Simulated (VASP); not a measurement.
# SnSe (Fm-3m) in VASP: a series of runs

The runs below take SnSe through single point, with PBE.

Everything below comes from runs of VASP 6.6.1. Logs are shortened: lines on timing, memory, paths and dates and some standing lists are left out, and cuts for length are marked.

### Step 1. The cell of the first run

Symmetry: Fm-3m, No. 225, cubic system. The conventional cell has a = 6.020 Å, b = 6.020 Å, c = 6.020 Å, α = 90.00°, β = 90.00°, γ = 90.00°. Sn (site symmetry m-3m) has 6 Se at 3.01 Å within 4.0 Å. Within 4.0 Å of Se (site symmetry m-3m) lie 6 Sn at 3.01 Å.

### Step 2. Single point, PBE

Input file INCAR:

```
ALGO = Normal
EDIFF = 1E-6
ENCUT = 520
GGA = PE
ISIF = 2
ISMEAR = 0
LASPH = T
LCHARG = T
LELF = T
LREAL = F
LVHAR = T
LWAVE = F
NBANDS = 17
NELM = 100
PREC = Accurate
SIGMA = 0.05
```

Input file KPOINTS:

```
k-points
0
Gamma
  10 10 10
```

Input file POSCAR:

```
SnSe
1.0
    0.0000000000      3.0099999632      3.0099999632
    3.0099999632      0.0000000000      3.0099999632
    3.0099999632      3.0099999632      0.0000000000
Sn Se
1 1
Direct
    0.0000000000      0.0000000000      0.0000000000
    0.5000000000      0.5000000000      0.5000000000
```

Potentials or basis: VASP PAW PBE potentials, release 64 (Sn_d, Se).

Run with:

```sh
> cat potpaw_PBE.64/Sn_d/POTCAR potpaw_PBE.64/Se/POTCAR > POTCAR
> mpirun -np 1 vasp_std > vasp.out
```

OUTCAR:

```text
EDIFF = 1E-6
   ENCUT = 520
   GGA = PE
   ISIF = 2
   ISMEAR = 0
   LASPH = T
   LREAL = F
   NELM = 100
   PREC = Accurate

 ion  position               nearest neighbor table
   1  0.000  0.000  0.000-   2 3.01   2 3.01   2 3.01   2 3.01   2 3.01   2 3.01
   2  0.500  0.500  0.500-   1 3.01   1 3.01   1 3.01   1 3.01   1 3.01   1 3.01

  LATTYP: Found a face centered cubic cell.
 ALAT       =     6.0199999264

  Lattice vectors:

 A1 = (   0.0000000000,   3.0099999632,   3.0099999632)
 A2 = (   3.0099999632,   0.0000000000,   3.0099999632)
 A3 = (   3.0099999632,   3.0099999632,   0.0000000000)

Analysis of symmetry for initial positions (statically):
=====================================================================
 Subroutine PRICEL returns:
 Original cell was already a primitive cell.

 Routine SETGRP: Setting up the symmetry group for a
 face centered cubic supercell.

 Subroutine GETGRP returns: Found 48 space group operations
 (whereof 48 operations were pure point group operations)
 out of a pool of 48 trial point group operations.

The static configuration has the point symmetry O_h .

Analysis of symmetry for dynamics (positions and initial velocities):
=====================================================================
 Subroutine PRICEL returns:
 Original cell was already a primitive cell.

 Routine SETGRP: Setting up the symmetry group for a
 face centered cubic supercell.

 Subroutine GETGRP returns: Found 48 space group operations
 (whereof 48 operations were pure point group operations)
 out of a pool of 48 trial point group operations.

The dynamic configuration has the point symmetry O_h .

 Subroutine INISYM returns: Found 48 space group operations
 (whereof 48 operations are pure point group operations),
 and found     1 'primitive' translations

----------------------------------------------------------------------------------------

                                     Primitive cell

  volume of cell :      54.5418

  direct lattice vectors                    reciprocal lattice vectors
     0.000000000  3.009999963  3.009999963    -0.166112959  0.166112959  0.166112959
     3.009999963  0.000000000  3.009999963     0.166112959 -0.166112959  0.166112959
     3.009999963  3.009999963  0.000000000     0.166112959  0.166112959 -0.166112959

[... 73 lines left out ...]
 SYSTEM =  unknown system
   PREC   = accura    normal or accurate (medium, high low for compatibility)
   ISTART =      0    job   : 0-new  1-cont  2-samecut
   ICHARG =      2    charge: 1-file 2-atom 10-const
   ISPIN  =      1    spin polarized calculation?
   LNONCOLLINEAR =      F non collinear calculations
   LSORBIT =      F    spin-orbit coupling
   LASPH  =      T    aspherical Exc in radial PAW
   ENCUT  =  520.0 eV  38.22 Ry    6.18 a.u.   7.91  7.91  7.91*2*pi/ulx,y,z
   NELM   =    100;   NELMIN=  2; NELMDL= -5     # of ELM steps
   EDIFF  = 0.1E-05   stopping-criterion for ELM
   LREAL  =      F    real-space projection
   EDIFFG = 0.1E-04   stopping-criterion for IOM
   NSW    =      0    number of steps for IOM
   IBRION =     -1    ionic relax: 0-MD 1-quasi-New 2-CG
   NFREE  =      0    steps in history (QN), initial steepest desc. (CG)
   ISIF   =      2    stress and relaxation
   ISYM   =      2    0-nonsym 1-usesym 2-fastsym
   POTIM  = 0.5000    time-step for ionic-motion
   TEBEG  =    0.0;   TEEND  =   0.0 temperature during run
   PSTRESS=    0.0 pullay stress
   NELECT =      20.0000    total number of electrons
   NUPDOWN=      -1.0000    fix difference up-down
   EMIN   =  10.00;   EMAX   =-10.00  energy-range for DOS
   EFERMI =   0.00;   METHOD = LEGACY
   ISMEAR =     0;   SIGMA  =   0.05  broadening in eV -4-tet -1-fermi 0-gaus
   EFERMI_NEDOS =   21; number of points for ismear=-14 and -15
   IALGO  =     38    algorithm
   IMIX   =      4    mixing-type and parameters
     AMIX     =   0.40;   BMIX     =  1.00
     AMIX_MAG =   1.60;   BMIX_MAG =  1.00
  volume/ion in A,a.u.               =      27.27       184.03
  Fermi-wavevector in a.u.,A,eV,Ry     =   1.171768  2.214321 18.681350  1.373041
  Thomas-Fermi vector in A             =   2.308207
   LORBIT       =      0    0 simple, 1 ext, 2 COOP (PROOUT), +10 PAW based schemes
   GGA     = PE    functional components
   LHFCALC =     F    Hartree Fock is set to
   AEXX    =    0.0000 exact exchange contribution
   IVDW    =     0    specifies the selected vdW correction
   LEPSILON=     F    determine dielectric tensor
   LRPA    =     F    only Hartree local field effects (RPA)
 non-spin polarized calculation
 Gauss-broadening in eV      SIGMA  =   0.05
  energy-cutoff  :      520.00
  volume of cell :       54.54
 maximum number of plane-waves:      1479
   NGX = 15   NGY = 15   NGZ = 15

 number of electron      20.0000005 magnetization

 Free energy of the ion-electron system (eV)
  ---------------------------------------------------
  ext. energy  EPLUGINS =         0.00000000
  ---------------------------------------------------
  free energy    TOTEN  =        -8.21317897 eV

  energy without entropy =       -8.21317897  energy(sigma->0) =       -8.21317897

 E-fermi :   5.8205     XC(G=0):  -9.5973

 val. band max:        5.5865337653   @ k =   0.5000   0.0000   0.0000
 cond. band min:       6.0895800439   @ k =  -0.4000   0.1000   0.0000
 fundamental gap:      0.5030462787
 Fermi energy:         5.8204686626

 k-point     1 :       0.0000    0.0000    0.0000
  band No.  band energies     occupation
      1     -16.0159      2.00000
      2     -16.0159      2.00000
      3     -16.0159      2.00000
      4     -16.0136      2.00000
      5     -16.0136      2.00000
      6      -8.2742      2.00000
[... 457 lines left out ...]
      4     -16.0027      2.00000
      5     -16.0017      2.00000
      6      -7.3438      2.00000
[... 9 lines left out ...]
     16      16.2703      0.00000
     17      16.9430      0.00000

 [... further k-points ...]
[... 5 lines left out ...]
  --------------------------------------------------------------------------------------
  -------------------------------------------------------------------------------------
  Total        0.3465999      0.3465999      0.3465999      0.0000000      0.0000000      0.0000000
  in kB       10.1814476     10.1814476     10.1814476      0.0000000      0.0000000      0.0000000
  external PRESSURE =      10.1814476 kB  Pullay stress =       0.0000000 kB

 VOLUME and BASIS-vectors are now :
 -----------------------------------------------------------------------------
  energy-cutoff  :      520.00
  volume of cell :       54.54
      direct lattice vectors                 reciprocal lattice vectors
     0.000000000  3.009999963  3.009999963    -0.166112959  0.166112959  0.166112959
     3.009999963  0.000000000  3.009999963     0.166112959 -0.166112959  0.166112959
     3.009999963  3.009999963  0.000000000     0.166112959  0.166112959 -0.166112959

 POSITION                                       TOTAL-FORCE (eV/Angst)
 -----------------------------------------------------------------------------------
      0.00000      0.00000      0.00000         0.000000     -0.000000      0.000000
      3.01000      3.01000      3.01000        -0.000000      0.000000     -0.000000
 -----------------------------------------------------------------------------------
    total drift:                                0.000000     -0.000000     -0.000000

  FREE ENERGIE OF THE ION-ELECTRON SYSTEM (eV)
  ---------------------------------------------------
  free  energy   TOTEN  =        -8.2131789721 eV

  energy  without entropy=       -8.2131789721  energy(sigma->0) =       -8.21317897
```

Wall time 28 s (1 thread of Intel Xeon 6975P-C, shared host); peak memory 0.2 GiB.

Results:

```yaml
Free_energy: -8.2132 eV
Pressure: 1.0 GPa
Band_gap_on_the_k_mesh: 0.50 eV, indirect (least direct gap 0.58 eV)
```

Levels at points of the mesh, in eV from the valence-band top:
| k point | band 7 | band 8 | band 9 | band 10 | band 11 | band 12 | band 13 | band 14 |
| --- | --- | --- | --- | --- | --- | --- | --- | --- |
| (0.00, 0.00, 0.00) | -5.06 | -2.18 | -2.18 | -2.18 | 4.32 | 4.32 | 4.32 | 5.87 |
| (0.50, 0.00, 0.00) | -8.04 | -1.94 | -1.94 | 0.00 | 0.58 | 1.25 | 1.25 | 8.25 |
| (0.50, 0.50, 0.00) | -6.00 | -5.46 | -3.63 | -3.63 | 3.03 | 5.35 | 5.35 | 5.98 |

Caveat: spin-orbit coupling is left out, which moves the levels of the heavy elements.

### Step 3. Single point, PBE, non-collinear spin, zero start, spin-orbit coupling (volume scaled by 0.96)

Input file INCAR:

```
ALGO     = Normal         # electronic algorithm
EDIFF    = 1E-7           # SCF threshold, eV
ENCUT    = 520            # plane-wave cutoff, eV
GGA      = PE             # functional
GGA_COMPAT= False        
ISIF     = 2              # what is computed and relaxed
ISMEAR   = 0              # smearing method
LASPH    = True           # aspherical terms in the spheres
LCHARG   = False          # write CHGCAR
LORBIT   = 11             # projections on sites
LORBMOM  = True         
LREAL    = False          # projectors in reciprocal space
LSORBIT  = True           # spin-orbit coupling
LWAVE    = False          # write WAVECAR
MAGMOM   = 0 0 0 0 0 0    # initial moments
NBANDS   = 32             # bands
NELM     = 150            # most SCF steps
PREC     = Accurate       # precision mode
SIGMA    = 0.05           # smearing width, eV
```

Input file KPOINTS:

```
k-points
0
Gamma
  6 6 6
```

Input file POSCAR:

```
SnSe
1.0
    0.0000000000      2.9693193012      2.9693193012
    2.9693193012      0.0000000000      2.9693193012
    2.9693193012      2.9693193012      0.0000000000
Sn Se
1 1
Direct
    0.0000000000      0.0000000000      0.0000000000
    0.5000000000      0.5000000000      0.5000000000
```

Potentials or basis: VASP PAW PBE potentials, release 64 (Sn_d, Se).

Run with:

```sh
> cat potpaw_PBE.64/Sn_d/POTCAR potpaw_PBE.64/Se/POTCAR > POTCAR
> mpirun -np 1 vasp_ncl > vasp.out
```

It took 61 s on 1 thread of Intel Xeon 6975P-C, shared host; peak memory 0.32 GiB.

The run converged. Its results:

* Free energy: -8.2765 eV
* Pressure: 2.9 GPa
* Net moment: 0.00 μB per cell
* Valence electrons inside the program's atomic spheres: Sn 12.08; Se 3.81

Moments on the atoms (μB; x, y, z):
```
Sn  0.00 0.00 0.00
Se  0.00 0.00 0.00
```

### Step 4. Single point, PBE, non-collinear spin, zero start, spin-orbit coupling

Input file INCAR:

```
  PREC = Accurate
  ENCUT = 520
  EDIFF = 1E-6
  ISMEAR = 0
  SIGMA = 0.05
  LREAL = False
  LASPH = True
  NELM = 150
  ALGO = Normal
  ISIF = 2
  LWAVE = False
  LCHARG = False
  MAGMOM = 0 0 0 0 0 0
  LORBIT = 11
  LSORBIT = True
  GGA_COMPAT = False
  LORBMOM = True
  GGA = PE
  NBANDS = 32
```

Input file KPOINTS:

```
Automatic mesh
0
Gamma
  6 6 6
```

Input file POSCAR:

```
SnSe
1.0
    0.0000000000      3.0099999632      3.0099999632
    3.0099999632      0.0000000000      3.0099999632
    3.0099999632      3.0099999632      0.0000000000
Sn Se
1 1
Direct
    0.0000000000      0.0000000000      0.0000000000
    0.5000000000      0.5000000000      0.5000000000
```

Run with:

```sh
> cat potpaw_PBE.64/Sn_d/POTCAR potpaw_PBE.64/Se/POTCAR > POTCAR
> mpirun -np 1 vasp_ncl > vasp.out
```

Wall time 64 s (1 thread of Intel Xeon 6975P-C, shared host); peak memory 0.32 GiB.

The run converged. Its results:

| Quantity | Value |
| --- | --- |
| Free energy | -8.3001 eV |
| Pressure | 0.6 GPa |
| Net moment | 0.00 μB per cell |
| Valence electrons inside the program's atomic spheres | Sn 12.04; Se 3.79 |

Moments on the atoms (μB; x, y, z):
```
Sn  0.00 0.00 0.00
Se  0.00 0.00 0.00
```

### Step 5. Single point, PBE, non-collinear spin, zero start, spin-orbit coupling (volume scaled by 1.05)

Input file INCAR:

```
SYSTEM = SnSe
PREC     = Accurate       ! precision mode
ENCUT    = 520            ! plane-wave cutoff, eV
EDIFF    = 1E-6           ! SCF threshold, eV
ISMEAR   = 0              ! smearing method
SIGMA    = 0.05           ! smearing width, eV
LREAL    = .False.        ! projectors in reciprocal space
LASPH    = .True.         ! aspherical terms in the spheres
NELM     = 150            ! most SCF steps
ALGO     = Normal         ! electronic algorithm
ISIF     = 2              ! what is computed and relaxed
LWAVE    = .False.        ! write WAVECAR
LCHARG   = .True.         ! write CHGCAR
MAGMOM   = 0 0 0 0 0 0    ! initial moments
LORBIT   = 11             ! projections on sites
LSORBIT  = .True.         ! spin-orbit coupling
GGA_COMPAT= .False.      
LORBMOM  = .True.       
GGA      = PE             ! functional
LVHAR    = .True.       
NBANDS   = 32             ! bands
```

Input file KPOINTS:

```
Automatic mesh
0
Gamma
  6 6 6
  0 0 0
```

Input file POSCAR:

```
SnSe
1.0
    0.0000000000      3.0593529966      3.0593529966
    3.0593529966      0.0000000000      3.0593529966
    3.0593529966      3.0593529966      0.0000000000
Sn Se
1 1
Direct
    0.0000000000      0.0000000000      0.0000000000
    0.5000000000      0.5000000000      0.5000000000
```

Run with:

```sh
> cat potpaw_PBE.64/Sn_d/POTCAR potpaw_PBE.64/Se/POTCAR > POTCAR
> mpirun -np 1 vasp_ncl > vasp.out
```

Run time: 64 s. Hardware: 1 thread of Intel Xeon 6975P-C, shared host; peak memory 0.32 GiB.

It converged, with:

| Property | Result |
| --- | --- |
| Free energy | -8.2905 eV |
| Pressure | -1.7 GPa |
| Net moment | 0.00 μB per cell |
| Valence electrons inside the program's atomic spheres | Sn 12.01; Se 3.77 |

Moments on the atoms (μB; x, y, z):
```
Sn  0.00 0.00 0.00
Se  0.00 0.00 0.00
```

[end of part 1 of 2]
